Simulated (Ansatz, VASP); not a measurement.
## SnSe: VASP beside Ansatz

```xyz
2
Lattice="0.0000 2.9248 3.0710 2.9248 0.0000 3.0710 2.9248 2.9248 0.0000" Properties=species:S:1:pos:R:3 pbc="T T T"
Sn    0.0000    0.0000    0.0000
Se    2.9248    2.9248    3.0710
```

Alike in both runs: task single point; functional PBEsol; k mesh 10 × 10 × 10; occupations gaussian, width 0.05 eV; no spin polarisation.

|  | VASP | Ansatz |
| --- | --- | --- |
| version | VASP 6.6.1 | Ansatz 0.2.0 |
| potentials or method | VASP PAW PBE potentials, release 64 (Sn_d, Se), cutoff 520 eV | scalar-relativistic, plane waves, PAW |
| valence electrons in the cell | 20 | 30 |

Ansatz gave:

```
gap on the k mesh at the Fermi level (eV)                     : 0.27
least direct gap on the mesh (eV)                             : 0.38
pressure (GPa)                                                : 0.5
traceless stress, the component that is largest in VASP (GPa) : -4.06
```

Q: What did VASP give for the same quantities?

A: gap on the k mesh at the Fermi level (eV): 0.26; least direct gap on the mesh (eV): 0.38; pressure (GPa): 0.5; traceless stress, the component that is largest in VASP (GPa): -4.08.

VASP's potentials were made for PBE, not for PBEsol. The functional is the same, so the differences come from potentials, cutoffs and numerics. VASP's potentials hold 20 valence electrons a cell and Ansatz's 30, so a difference there can come from the potentials and not from the codes.
